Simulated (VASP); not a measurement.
# C (Fd-3m) in VASP: a series of runs

The runs below take C through single point, relaxation of the atoms, with PBE.

Everything below comes from runs of VASP 6.6.1. Logs are shortened: lines on timing, memory, paths and dates and some standing lists are left out, and cuts for length are marked.

## Step 1: The cell of the first run

It takes space group Fd-3m (No. 227, cubic). The conventional cell has a = 3.567 Å, b = 3.567 Å, c = 3.567 Å, α = 90.00°, β = 90.00°, γ = 90.00°. Within 2.1 Å of C (site symmetry -43m) lie 4 C at 1.54 Å.

## Step 2: Single point, PBE

INCAR

```
ALGO = Normal
EDIFF = 1E-6
ENCUT = 520
GGA = PE
ISIF = 2
ISMEAR = -1
LASPH = T
LCHARG = F
LREAL = F
LWAVE = F
NBANDS = 11
NELM = 100
PREC = Accurate
SIGMA = 0.05
```

KPOINTS

```
k-points
0
Gamma
  13 13 13
```

POSCAR

```
C
1.0
    0.0000000000      1.7833700000      1.7833700000
    1.7833700000      0.0000000000      1.7833700000
    1.7833700000      1.7833700000      0.0000000000
C
2
Direct
    0.0000000000      0.0000000000      0.0000000000
    0.2500000000      0.2500000000      0.2500000000
```

Potentials or basis: VASP PAW PBE potentials, release 64 (C).

Run with:

```
cat potpaw_PBE.64/C/POTCAR > POTCAR
mpirun -np 1 vasp_std > vasp.out
```

OUTCAR:

```text
EDIFF = 1E-6
   ENCUT = 520
   GGA = PE
   ISIF = 2
   ISMEAR = -1
   LASPH = T
   LREAL = F
   NELM = 100
   PREC = Accurate

 ion  position               nearest neighbor table
   1  0.000  0.000  0.000-   2 1.54   2 1.54   2 1.54   2 1.54
   2  0.250  0.250  0.250-   1 1.54   1 1.54   1 1.54   1 1.54

  LATTYP: Found a face centered cubic cell.
 ALAT       =     3.5667400000

  Lattice vectors:

 A1 = (   0.0000000000,   1.7833700000,   1.7833700000)
 A2 = (   1.7833700000,   0.0000000000,   1.7833700000)
 A3 = (   1.7833700000,   1.7833700000,   0.0000000000)

Analysis of symmetry for initial positions (statically):
=====================================================================
 Subroutine PRICEL returns:
 Original cell was already a primitive cell.

 Routine SETGRP: Setting up the symmetry group for a
 face centered cubic supercell.

 Subroutine GETGRP returns: Found 48 space group operations
 (whereof 24 operations were pure point group operations)
 out of a pool of 48 trial point group operations.

The static configuration has the point symmetry T_d .
 The point group associated with its full space group is O_h .

Analysis of symmetry for dynamics (positions and initial velocities):
=====================================================================
 Subroutine PRICEL returns:
 Original cell was already a primitive cell.

 Routine SETGRP: Setting up the symmetry group for a
 face centered cubic supercell.

 Subroutine GETGRP returns: Found 48 space group operations
 (whereof 24 operations were pure point group operations)
 out of a pool of 48 trial point group operations.

The dynamic configuration has the point symmetry T_d .
 The point group associated with its full space group is O_h .

 Subroutine INISYM returns: Found 48 space group operations
 (whereof 24 operations are pure point group operations),
 and found     1 'primitive' translations

----------------------------------------------------------------------------------------

                                     Primitive cell

  volume of cell :      11.3437

  direct lattice vectors                    reciprocal lattice vectors
     0.000000000  1.783370000  1.783370000    -0.280368067  0.280368067  0.280368067
     1.783370000  0.000000000  1.783370000     0.280368067 -0.280368067  0.280368067
     1.783370000  1.783370000  0.000000000     0.280368067  0.280368067 -0.280368067

  length of vectors
     2.522066041  2.522066041  2.522066041     0.485611737  0.485611737  0.485611737

  position of ions in fractional coordinates (direct lattice)
     0.000000000  0.000000000  0.000000000
     0.250000000  0.250000000  0.250000000

  ion indices of the primitive-cell ions
   primitive index   ion index
                 1           1
                 2           2

----------------------------------------------------------------------------------------

 KPOINTS: k-points

Automatic generation of k-mesh.
 Grid dimensions read from file:
 generate k-points for:   13   13   13

 Generating k-lattice:

  Cartesian coordinates                     Fractional coordinates (reciprocal lattice)
    -0.021566774  0.021566774  0.021566774     0.076923077  0.000000000  0.000000000
     0.021566774 -0.021566774  0.021566774     0.000000000  0.076923077  0.000000000
     0.021566774  0.021566774 -0.021566774     0.000000000  0.000000000  0.076923077

  Length of vectors
     0.037354749  0.037354749  0.037354749

  Shift w.r.t. Gamma in fractional coordinates (k-lattice)
     0.000000000  0.000000000  0.000000000

 Subroutine IBZKPT returns following result:
 ===========================================

 Found     84 irreducible k-points:

 Following reciprocal coordinates:
            Coordinates               Weight
  0.000000  0.000000  0.000000      1.000000
  0.076923  0.000000  0.000000      8.000000
  0.153846  0.000000  0.000000      8.000000
  0.230769  0.000000  0.000000      8.000000
  0.307692  0.000000  0.000000      8.000000
  0.384615  0.000000  0.000000      8.000000
[... 16 lines left out ...]
  0.384615  0.153846  0.000000     24.000000
  0.461538  0.153846  0.000000     24.000000
 [... further k-points ...]
   k-points           NKPTS =     84   k-points in BZ     NKDIM =     84   number of bands    NBANDS=     11
   number of dos      NEDOS =    301   number of ions     NIONS =      2
   total plane-waves  NPLWV =   8000
   dimension x,y,z NGX =    20 NGY =   20 NGZ =   20
   dimension x,y,z NGXF=    40 NGYF=   40 NGZF=   40
   ions per type =               2
   NGX,Y,Z   is equivalent  to a cutoff of  13.18, 13.18, 13.18 a.u.
   NGXF,Y,Z  is equivalent  to a cutoff of  26.37, 26.37, 26.37 a.u.
 SYSTEM =  unknown system
   PREC   = accura    normal or accurate (medium, high low for compatibility)
   ISTART =      0    job   : 0-new  1-cont  2-samecut
   ICHARG =      2    charge: 1-file 2-atom 10-const
   ISPIN  =      1    spin polarized calculation?
   LNONCOLLINEAR =      F non collinear calculations
   LSORBIT =      F    spin-orbit coupling
   LASPH  =      T    aspherical Exc in radial PAW
   ENCUT  =  520.0 eV  38.22 Ry    6.18 a.u.   4.69  4.69  4.69*2*pi/ulx,y,z
   NELM   =    100;   NELMIN=  2; NELMDL= -5     # of ELM steps
   EDIFF  = 0.1E-05   stopping-criterion for ELM
   LREAL  =      F    real-space projection
   EDIFFG = 0.1E-04   stopping-criterion for IOM
   NSW    =      0    number of steps for IOM
   IBRION =     -1    ionic relax: 0-MD 1-quasi-New 2-CG
   NFREE  =      0    steps in history (QN), initial steepest desc. (CG)
   ISIF   =      2    stress and relaxation
   ISYM   =      2    0-nonsym 1-usesym 2-fastsym
   POTIM  = 0.5000    time-step for ionic-motion
   TEBEG  =    0.0;   TEEND  =   0.0 temperature during run
   PSTRESS=    0.0 pullay stress
   NELECT =       8.0000    total number of electrons
   NUPDOWN=      -1.0000    fix difference up-down
   EMIN   =  10.00;   EMAX   =-10.00  energy-range for DOS
   EFERMI =   0.00;   METHOD = LEGACY
   ISMEAR =    -1;   SIGMA  =   0.05  broadening in eV -4-tet -1-fermi 0-gaus
   EFERMI_NEDOS =   21; number of points for ismear=-14 and -15
   IALGO  =     38    algorithm
   IMIX   =      4    mixing-type and parameters
     AMIX     =   0.40;   BMIX     =  1.00
     AMIX_MAG =   1.60;   BMIX_MAG =  1.00
  volume/ion in A,a.u.               =       5.67        38.28
  Fermi-wavevector in a.u.,A,eV,Ry     =   1.457203  2.753714 28.891161  2.123440
  Thomas-Fermi vector in A             =   2.574032
   LORBIT       =      0    0 simple, 1 ext, 2 COOP (PROOUT), +10 PAW based schemes
   GGA     = PE    functional components
[... 5 lines left out ...]
 non-spin polarized calculation
  energy-cutoff  :      520.00
  volume of cell :       11.34
 maximum number of plane-waves:       322
   NGX =  9   NGY =  9   NGZ =  9

 number of electron       7.9999999 magnetization

 Free energy of the ion-electron system (eV)
  ---------------------------------------------------
  ext. energy  EPLUGINS =         0.00000000
  ---------------------------------------------------
  free energy    TOTEN  =       -18.18525573 eV

  energy without entropy =      -18.18525573  energy(sigma->0) =      -18.18525573

 E-fermi :  10.6859     XC(G=0): -13.2509

 val. band max:        9.7301061147   @ k =   0.0000   0.0000   0.0000
 cond. band min:      13.8718912478   @ k =   0.3846   0.3846   0.0000
 fundamental gap:      4.1417851331
 Fermi energy:        10.6859044978

 k-point     1 :       0.0000    0.0000    0.0000
  band No.  band energies     occupation
      1     -11.7473      2.00000
      2       9.7301      2.00000
      3       9.7301      2.00000
      4       9.7301      2.00000
      5      15.3200      0.00000
      6      15.3200      0.00000
      7      15.3200      0.00000
      8      23.0620      0.00000
      9      29.0239      0.00000
     10      36.2645      0.00000
     11      36.2645      0.00000

 k-point     2 :       0.0769    0.0000    0.0000
  band No.  band energies     occupation
      1     -11.5833      2.00000
      2       8.6648      2.00000
      3       9.4513      2.00000
      4       9.4513      2.00000
      5      15.6850      0.00000
      6      15.6850      0.00000
      7      15.9487      0.00000
      8      23.2029      0.00000
      9      29.3001      0.00000
     10      34.3031      0.00000
     11      34.3031      0.00000

 k-point     3 :       0.1538    0.0000    0.0000
  band No.  band energies     occupation
      1     -11.0932      2.00000
      2       6.3968      2.00000
      3       8.8227      2.00000
      4       8.8227      2.00000
      5      16.5125      0.00000
      6      16.5125      0.00000
      7      16.9738      0.00000
      8      23.6118      0.00000
      9      29.9143      0.00000
     10      32.7178      0.00000
     11      32.7178      0.00000

 k-point     4 :       0.2308    0.0000    0.0000
  band No.  band energies     occupation
      1     -10.2829      2.00000
      2       3.7968      2.00000
      3       8.1417      2.00000
      4       8.1417      2.00000
      5      17.3487      0.00000
      6      17.3487      0.00000
      7      17.7355      0.00000
      8      24.2082      0.00000
      9      30.3783      0.00000
     10      32.1086      0.00000
     11      32.1086      0.00000
[... 239 lines left out ...]
 k-point    22 :       0.3077    0.1538    0.0000
  band No.  band energies     occupation
      1      -9.3724      2.00000
      2       3.1492      2.00000
      3       6.1630      2.00000
      4       6.7617      2.00000
      5      15.6934      0.00000
      6      20.0814      0.00000
      7      20.1767      0.00000
      8      21.8253      0.00000
      9      30.3304      0.00000
     10      31.2994      0.00000
     11      36.3358      0.00000

 k-point    23 :       0.3846    0.1538    0.0000
  band No.  band energies     occupation
      1      -8.1692      2.00000
      2       0.7340      2.00000
      3       5.8672      2.00000
      4       5.9945      2.00000
      5      16.3807      0.00000
      6      20.4424      0.00000
      7      20.4561      0.00000
      8      22.3879      0.00000
      9      30.9593      0.00000
     10      31.6652      0.00000
     11      36.7103      0.00000

 k-point    24 :       0.4615    0.1538    0.0000
  band No.  band energies     occupation
      1      -6.7339      2.00000
      2      -1.5075      2.00000
      3       5.2987      2.00000
      4       5.8280      2.00000
      5      16.8132      0.00000
      6      20.3145      0.00000
      7      20.6233      0.00000
      8      23.6483      0.00000
      9      30.3377      0.00000
     10      33.0166      0.00000
     11      36.8014      0.00000

 [... further k-points ...]

------------------------ aborting loop because EDIFF is reached ----------------------------------------

  FORCE on cell =-STRESS in cart. coord.  units (eV):
  Direction    XX          YY          ZZ          XY          YZ          ZX
  --------------------------------------------------------------------------------------
  -------------------------------------------------------------------------------------
  Total        0.1739842      0.1739842      0.1739842     -0.0000000     -0.0000000     -0.0000000
  in kB       24.5734374     24.5734374     24.5734374     -0.0000000     -0.0000000     -0.0000000
  external PRESSURE =      24.5734374 kB  Pullay stress =       0.0000000 kB

 VOLUME and BASIS-vectors are now :
 -----------------------------------------------------------------------------
  energy-cutoff  :      520.00
  volume of cell :       11.34
      direct lattice vectors                 reciprocal lattice vectors
     0.000000000  1.783370000  1.783370000    -0.280368067  0.280368067  0.280368067
     1.783370000  0.000000000  1.783370000     0.280368067 -0.280368067  0.280368067
     1.783370000  1.783370000  0.000000000     0.280368067  0.280368067 -0.280368067

 POSITION                                       TOTAL-FORCE (eV/Angst)
 -----------------------------------------------------------------------------------
      0.00000      0.00000      0.00000         0.000000     -0.000000     -0.000000
      0.89168      0.89168      0.89168         0.000000      0.000000      0.000000
 -----------------------------------------------------------------------------------
    total drift:                                0.000000      0.000000      0.000000

  FREE ENERGIE OF THE ION-ELECTRON SYSTEM (eV)
  ---------------------------------------------------
  free  energy   TOTEN  =       -18.1852557274 eV

  energy  without entropy=      -18.1852557274  energy(sigma->0) =      -18.18525573
```

Run time: 7.5 s. Hardware: 1 thread of AMD EPYC 7R13 (Zen 3), shared host; peak memory 0.09 GiB.

Results:

| Quantity | Value |
| --- | --- |
| Free energy | -18.1853 eV |
| Pressure | 2.5 GPa |
| Band gap on the k mesh | 4.14 eV, indirect (least direct gap 5.59 eV) |

## Step 3: Relaxation of the atoms, PBE

INCAR

```
SYSTEM = C
PREC = Accurate
ENCUT = 520
EDIFF = 1E-7
ISMEAR = -1
SIGMA = 0.05
LREAL = .FALSE.
LASPH = .TRUE.
NELM = 60
ALGO = Normal
ISIF = 2
LWAVE = .FALSE.
LCHARG = .FALSE.
GGA = PE
IBRION = 2
NSW = 80
EDIFFG = -0.02
```

KPOINTS

```
regular mesh
0
G
  13 13 13
  0 0 0
```

POSCAR is that of step 2.

Potentials or basis: VASP PAW PBE potentials, release 64 (C).

Run with:

```
cat potpaw_PBE.64/C/POTCAR > POTCAR
mpirun -np 1 vasp_std > vasp.out
```

It took 6.4 s on 1 thread of AMD EPYC 7R13 (Zen 3), shared host; peak memory 0.09 GiB.

Results (log left out):

| Item | Value |
| --- | --- |
| Free energy | -18.1853 eV |
| Pressure after relaxing | 2.5 GPa |
| Band gap on the k mesh | 4.14 eV, indirect (least direct gap 5.59 eV) |

Final structure:
```cif
data_structure
_symmetry_space_group_name_H-M 'P 1'
_symmetry_Int_Tables_number 1
_cell_length_a 2.5221
_cell_length_b 2.5221
_cell_length_c 2.5221
_cell_angle_alpha 60.000
_cell_angle_beta 60.000
_cell_angle_gamma 60.000
_cell_volume 11.34
loop_
_atom_site_label
_atom_site_type_symbol
_atom_site_fract_x
_atom_site_fract_y
_atom_site_fract_z
_atom_site_occupancy
C1 C 0.00000 0.00000 0.00000 1
C2 C 0.25000 0.25000 0.25000 1
```

Levels at points of the mesh, in eV from the valence-band top:
```csv
k point,band 2,band 3,band 4,band 5,band 6,band 7
"(0.00, 0.00, 0.00)",0.00,0.00,0.00,5.59,5.59,5.59
```

Caveat: the relaxation stopped at its first step, so nothing moved. As with any semilocal functional, this PBE gap is likely too small.
